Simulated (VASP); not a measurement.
# Be5Au (F-43m) in VASP: single point with LDA

Aim: the single point of Be5Au with LDA.

Everything below comes from runs of VASP 6.6.1. Logs are shortened: lines on timing, memory, paths and dates and some standing lists are left out, and cuts for length are marked.

### Step 1. The cell of the first run

It takes space group F-43m (No. 216, cubic). The conventional cell has a = 6.097 Å, b = 6.097 Å, c = 6.097 Å, α = 90.00°, β = 90.00°, γ = 90.00°. Within 2.9 Å of Be (site symmetry 3m) lie 9 Be at 2.16 to 2.53 Å and 3 Au at 2.53 Å. Be (site symmetry -43m) has 12 Be at 2.53 Å and 4 Au at 2.64 Å within 3.3 Å. Au (site symmetry -43m) has 16 Be at 2.53 to 2.64 Å within 3.3 Å.

### Step 2. Single point, LDA

The input, INCAR:

```
ALGO = Normal
EDIFF = 1E-6
ENCUT = 600
GGA = CA
GGA_COMPAT = False
ISIF = 2
ISMEAR = -1
LASPH = True
LCHARG = False
LREAL = False
LWAVE = False
NBANDS = 20
NELM = 120
PREC = Accurate
SIGMA = 0.1
```

The input, KPOINTS:

```
k-points
0
Gamma
  7 7 7
```

The input, POSCAR:

```
Be5Au
1.0
    0.0000000000      3.0485000000      3.0485000000
    3.0485000000      0.0000000000      3.0485000000
    3.0485000000      3.0485000000      0.0000000000
Be Au
5 1
Direct
    0.6250000000      0.6250000000      0.6250000000
    0.1250000000      0.6250000000      0.6250000000
    0.6250000000      0.6250000000      0.1250000000
    0.6250000000      0.1250000000      0.6250000000
    0.2500000000      0.2500000000      0.2500000000
    0.0000000000      0.0000000000      0.0000000000
```

Potentials or basis: VASP PAW LDA potentials, release 64 (Be, Au).

Run with:

```sh
> cat potpaw_LDA.64/Be/POTCAR potpaw_LDA.64/Au/POTCAR > POTCAR
> mpirun -np 1 vasp_std > vasp.out
```

OUTCAR:

```text
EDIFF = 1E-6
   ENCUT = 600
   GGA = CA
   ISIF = 2
   ISMEAR = -1
   LASPH = True
   LREAL = False
   NELM = 120
   PREC = Accurate

 ion  position               nearest neighbor table
   1  0.625  0.625  0.625-   2 2.16   3 2.16   4 2.16   3 2.16   4 2.16   2 2.16   6 2.53   6 2.53
                             6 2.53
   2  0.125  0.625  0.625-   1 2.16   3 2.16   4 2.16   1 2.16   3 2.16   4 2.16   6 2.53   6 2.53
                             6 2.53
   3  0.625  0.625  0.125-   1 2.16   1 2.16   2 2.16   4 2.16   4 2.16   2 2.16   6 2.53   6 2.53
                             6 2.53
   4  0.625  0.125  0.625-   1 2.16   3 2.16   1 2.16   2 2.16   3 2.16   2 2.16   6 2.53   6 2.53
                             6 2.53
   5  0.250  0.250  0.250-   6 2.64   6 2.64   6 2.64   6 2.64
   6  0.000  0.000  0.000-   1 2.53   3 2.53   1 2.53   3 2.53   2 2.53   4 2.53   2 2.53   3 2.53
                             4 2.53   1 2.53   2 2.53   4 2.53   5 2.64   5 2.64   5 2.64   5 2.64

  LATTYP: Found a face centered cubic cell.
 ALAT       =     6.0970000000

  Lattice vectors:

 A1 = (   0.0000000000,   3.0485000000,   3.0485000000)
 A2 = (   3.0485000000,   0.0000000000,   3.0485000000)
 A3 = (   3.0485000000,   3.0485000000,   0.0000000000)

Analysis of symmetry for initial positions (statically):
=====================================================================
 Subroutine PRICEL returns:
 Original cell was already a primitive cell.

 Routine SETGRP: Setting up the symmetry group for a
 face centered cubic supercell.

 Subroutine GETGRP returns: Found 24 space group operations
 (whereof 24 operations were pure point group operations)
 out of a pool of 48 trial point group operations.

The static configuration has the point symmetry T_d .

Analysis of symmetry for dynamics (positions and initial velocities):
=====================================================================
 Subroutine PRICEL returns:
 Original cell was already a primitive cell.

 Routine SETGRP: Setting up the symmetry group for a
 face centered cubic supercell.

 Subroutine GETGRP returns: Found 24 space group operations
 (whereof 24 operations were pure point group operations)
 out of a pool of 48 trial point group operations.

The dynamic configuration has the point symmetry T_d .

 Subroutine INISYM returns: Found 24 space group operations
 (whereof 24 operations are pure point group operations),
 and found     1 'primitive' translations

----------------------------------------------------------------------------------------

                                     Primitive cell

  volume of cell :      56.6616

  direct lattice vectors                    reciprocal lattice vectors
     0.000000000  3.048500000  3.048500000    -0.164015089  0.164015089  0.164015089
     3.048500000  0.000000000  3.048500000     0.164015089 -0.164015089  0.164015089
     3.048500000  3.048500000  0.000000000     0.164015089  0.164015089 -0.164015089

  length of vectors
     4.311230045  4.311230045  4.311230045     0.284082468  0.284082468  0.284082468

  position of ions in fractional coordinates (direct lattice)
     0.625000000  0.625000000  0.625000000
     0.125000000  0.625000000  0.625000000
     0.625000000  0.625000000  0.125000000
     0.625000000  0.125000000  0.625000000
     0.250000000  0.250000000  0.250000000
     0.000000000  0.000000000  0.000000000

  ion indices of the primitive-cell ions
   primitive index   ion index
                 1           1
                 2           2
                 3           3
                 4           4
                 5           5
                 6           6

----------------------------------------------------------------------------------------

 KPOINTS: k-points

Automatic generation of k-mesh.
 Grid dimensions read from file:
 generate k-points for:    7    7    7

 Generating k-lattice:

  Cartesian coordinates                     Fractional coordinates (reciprocal lattice)
    -0.023430727  0.023430727  0.023430727     0.142857143  0.000000000  0.000000000
     0.023430727 -0.023430727  0.023430727     0.000000000  0.142857143  0.000000000
     0.023430727  0.023430727 -0.023430727     0.000000000  0.000000000  0.142857143

  Length of vectors
     0.040583210  0.040583210  0.040583210

  Shift w.r.t. Gamma in fractional coordinates (k-lattice)
     0.000000000  0.000000000  0.000000000

 Subroutine IBZKPT returns following result:
 ===========================================

 Found     20 irreducible k-points:

 Following reciprocal coordinates:
            Coordinates               Weight
  0.000000  0.000000  0.000000      1.000000
  0.142857  0.000000  0.000000      8.000000
  0.285714  0.000000  0.000000      8.000000
  0.428571  0.000000  0.000000      8.000000
  0.142857  0.142857  0.000000      6.000000
  0.285714  0.142857  0.000000     24.000000
[... 12 lines left out ...]
 -0.428571  0.428571  0.142857     24.000000
 -0.285714  0.428571  0.142857     24.000000
   k-points           NKPTS =     20   k-points in BZ     NKDIM =     20   number of bands    NBANDS=     20
   number of dos      NEDOS =    301   number of ions     NIONS =      6
   total plane-waves  NPLWV =  46656
   dimension x,y,z NGX =    36 NGY =   36 NGZ =   36
   dimension x,y,z NGXF=    72 NGYF=   72 NGZF=   72
   ions per type =               5   1
   NGX,Y,Z   is equivalent  to a cutoff of  13.88, 13.88, 13.88 a.u.
   NGXF,Y,Z  is equivalent  to a cutoff of  27.76, 27.76, 27.76 a.u.
 SYSTEM =  unknown system
   PREC   = accura    normal or accurate (medium, high low for compatibility)
   ISTART =      0    job   : 0-new  1-cont  2-samecut
   ICHARG =      2    charge: 1-file 2-atom 10-const
   ISPIN  =      1    spin polarized calculation?
   LNONCOLLINEAR =      F non collinear calculations
   LSORBIT =      F    spin-orbit coupling
   LASPH  =      T    aspherical Exc in radial PAW
   ENCUT  =  600.0 eV  44.10 Ry    6.64 a.u.   8.61  8.61  8.61*2*pi/ulx,y,z
   NELM   =    120;   NELMIN=  2; NELMDL= -5     # of ELM steps
   EDIFF  = 0.1E-05   stopping-criterion for ELM
   LREAL  =      F    real-space projection
   EDIFFG = 0.1E-04   stopping-criterion for IOM
   NSW    =      0    number of steps for IOM
   IBRION =     -1    ionic relax: 0-MD 1-quasi-New 2-CG
   NFREE  =      0    steps in history (QN), initial steepest desc. (CG)
   ISIF   =      2    stress and relaxation
   ISYM   =      2    0-nonsym 1-usesym 2-fastsym
   POTIM  = 0.5000    time-step for ionic-motion
   TEBEG  =    0.0;   TEEND  =   0.0 temperature during run
   PSTRESS=    0.0 pullay stress
   NELECT =      21.0000    total number of electrons
   NUPDOWN=      -1.0000    fix difference up-down
   EMIN   =  10.00;   EMAX   =-10.00  energy-range for DOS
   EFERMI =   0.00;   METHOD = LEGACY
   ISMEAR =    -1;   SIGMA  =   0.10  broadening in eV -4-tet -1-fermi 0-gaus
   EFERMI_NEDOS =   21; number of points for ismear=-14 and -15
   IALGO  =     38    algorithm
   IMIX   =      4    mixing-type and parameters
     AMIX     =   0.40;   BMIX     =  1.00
     AMIX_MAG =   1.60;   BMIX_MAG =  1.00
  volume/ion in A,a.u.               =       9.44        63.73
  Fermi-wavevector in a.u.,A,eV,Ry     =   1.175940  2.222204 18.814602  1.382834
  Thomas-Fermi vector in A             =   2.312312
   LORBIT       =      0    0 simple, 1 ext, 2 COOP (PROOUT), +10 PAW based schemes
   GGA     = CA    functional components
   LHFCALC =     F    Hartree Fock is set to
   AEXX    =    0.0000 exact exchange contribution
   IVDW    =     0    specifies the selected vdW correction
   LEPSILON=     F    determine dielectric tensor
   LRPA    =     F    only Hartree local field effects (RPA)
 non-spin polarized calculation
  energy-cutoff  :      600.00
  volume of cell :       56.66
 maximum number of plane-waves:      1917
   NGX = 17   NGY = 17   NGZ = 17

 number of electron      20.9999999 magnetization

 Free energy of the ion-electron system (eV)
  ---------------------------------------------------
  ext. energy  EPLUGINS =         0.00000000
  ---------------------------------------------------
  free energy    TOTEN  =       -26.15093740 eV

  energy without entropy =      -26.11588706  energy(sigma->0) =      -26.13341223

 E-fermi :   8.4168     XC(G=0): -11.3193

 val. band max:        8.4130154416   @ k =  -0.4286   0.2857   0.0000
 cond. band min:       8.4247207731   @ k =  -0.1429   0.1429   0.0000
 fundamental gap:      0.0117053315
 Fermi energy:         8.4168448885

 k-point     1 :       0.0000    0.0000    0.0000
  band No.  band energies     occupation
      1      -3.2807      2.00000
      2       0.9766      2.00000
      3       0.9766      2.00000
      4       0.9766      2.00000
      5       1.4313      2.00000
      6       1.4313      2.00000
[... 12 lines left out ...]
     19      13.1696      0.00000
     20      14.4900      0.00000

 k-point     2 :       0.1429    0.0000    0.0000
  band No.  band energies     occupation
      1      -3.0659      2.00000
      2       0.8667      2.00000
      3       1.0249      2.00000
      4       1.0249      2.00000
      5       1.4549      2.00000
      6       1.4549      2.00000
[... 12 lines left out ...]
     19      14.1585      0.00000
     20      15.6679      0.00000

 k-point     3 :       0.2857    0.0000    0.0000
  band No.  band energies     occupation
      1      -2.4480      2.00000
      2       0.5578      2.00000
      3       1.0610      2.00000
      4       1.0610      2.00000
      5       1.6172      2.00000
      6       1.6172      2.00000
[... 12 lines left out ...]
     19      15.8226      0.00000
     20      17.3085      0.00000

 k-point     4 :       0.4286    0.0000    0.0000
  band No.  band energies     occupation
      1      -1.5927      2.00000
      2       0.0073      2.00000
      3       1.0402      2.00000
      4       1.0402      2.00000
      5       1.8498      2.00000
      6       1.8498      2.00000
[... 12 lines left out ...]
     19      16.1908      0.00000
     20      17.7871      0.00000

 k-point     5 :       0.1429    0.1429    0.0000
  band No.  band energies     occupation
      1      -2.9938      2.00000
      2       0.7911      2.00000
      3       1.1024      2.00000
      4       1.1024      2.00000
      5       1.3266      2.00000
      6       1.5057      2.00000
[... 12 lines left out ...]
     19      13.9876      0.00000
     20      16.3393      0.00000

 k-point     6 :       0.2857    0.1429    0.0000
  band No.  band energies     occupation
      1      -2.5065      2.00000
      2       0.6236      2.00000
      3       1.0071      2.00000
      4       1.1926      2.00000
      5       1.4394      2.00000
      6       1.6504      2.00000
[... 12 lines left out ...]
     19      15.5435      0.00000
     20      17.2904      0.00000

 k-point     7 :       0.4286    0.1429    0.0000
  band No.  band energies     occupation
      1      -1.6865      2.00000
      2       0.2395      2.00000
      3       0.8906      2.00000
      4       1.1710      2.00000
      5       1.7841      2.00000
      6       1.8742      2.00000
[... 12 lines left out ...]
     19      16.7928      0.00000
     20      17.1812      0.00000
[... 185 lines left out ...]
 k-point    16 :      -0.4286    0.4286    0.0000
  band No.  band energies     occupation
      1      -0.6085      2.00000
      2       0.2068      2.00000
      3       0.6930      2.00000
      4       1.4476      2.00000
      5       1.7165      2.00000
      6       1.9974      2.00000
[... 12 lines left out ...]
     19      16.3701      0.00000
     20      16.8954      0.00000

 k-point    17 :       0.4286    0.2857    0.1429
  band No.  band energies     occupation
      1      -1.9039      2.00000
      2       0.5163      2.00000
      3       0.7508      2.00000
      4       1.3061      2.00000
      5       1.5630      2.00000
      6       1.8843      2.00000
[... 12 lines left out ...]
     19      16.3806      0.00000
     20      16.8622      0.00000

 k-point    18 :      -0.4286    0.2857    0.1429
  band No.  band energies     occupation
      1      -1.0256      2.00000
      2       0.1269      2.00000
      3       0.6526      2.00000
      4       1.2818      2.00000
      5       1.7033      2.00000
      6       1.8933      2.00000
[... 12 lines left out ...]
     19      16.4667      0.00000
     20      17.5759      0.00000

 k-point    19 :      -0.4286    0.4286    0.1429
  band No.  band energies     occupation
      1      -0.7656      2.00000
      2       0.3009      2.00000
      3       0.5545      2.00000
      4       1.3455      2.00000
      5       1.8435      2.00000
      6       1.9399      2.00000
[... 12 lines left out ...]
     19      16.2973      0.00000
     20      16.9356      0.00000

 k-point    20 :      -0.2857    0.4286    0.1429
  band No.  band energies     occupation
      1      -0.1648      2.00000
      2      -0.0329      2.00000
      3       0.4670      2.00000
      4       0.9476      2.00000
      5       1.7346      2.00000
      6       1.9495      2.00000
[... 12 lines left out ...]
     19      16.5014      0.00000
     20      17.8012      0.00000

------------------------ aborting loop because EDIFF is reached ----------------------------------------

  FORCE on cell =-STRESS in cart. coord.  units (eV):
  Direction    XX          YY          ZZ          XY          YZ          ZX
  --------------------------------------------------------------------------------------
  -------------------------------------------------------------------------------------
  Total       -1.9887356     -1.9887356     -1.9887356      0.0000000      0.0000000      0.0000000
  in kB      -56.2340070    -56.2340070    -56.2340070      0.0000000      0.0000000      0.0000000
  external PRESSURE =     -56.2340070 kB  Pullay stress =       0.0000000 kB

 VOLUME and BASIS-vectors are now :
 -----------------------------------------------------------------------------
  energy-cutoff  :      600.00
  volume of cell :       56.66
      direct lattice vectors                 reciprocal lattice vectors
     0.000000000  3.048500000  3.048500000    -0.164015089  0.164015089  0.164015089
     3.048500000  0.000000000  3.048500000     0.164015089 -0.164015089  0.164015089
     3.048500000  3.048500000  0.000000000     0.164015089  0.164015089 -0.164015089

 POSITION                                       TOTAL-FORCE (eV/Angst)
 -----------------------------------------------------------------------------------
      3.81063      3.81063      3.81063        -0.028415     -0.028415     -0.028415
      3.81063      2.28638      2.28638        -0.028415      0.028415      0.028415
      2.28638      2.28638      3.81063         0.028415      0.028415     -0.028415
      2.28638      3.81063      2.28638         0.028415     -0.028415      0.028415
      1.52425      1.52425      1.52425         0.000000      0.000000     -0.000000
      0.00000      0.00000      0.00000         0.000000      0.000000     -0.000000
 -----------------------------------------------------------------------------------
    total drift:                               -0.000000     -0.000000     -0.000000

  FREE ENERGIE OF THE ION-ELECTRON SYSTEM (eV)
  ---------------------------------------------------
  free  energy   TOTEN  =       -26.1509373972 eV

  energy  without entropy=      -26.1158870626  energy(sigma->0) =      -26.13341223
```

Run time: 33 s. Hardware: 1 thread of AMD EPYC 7R43 (Zen 3), shared host; peak memory 0.14 GiB.

Results:

```
Free energy : -26.1509 eV
Pressure    : -5.6 GPa
```

Caveat: spin-orbit coupling is left out, which moves the levels of the heavy elements.
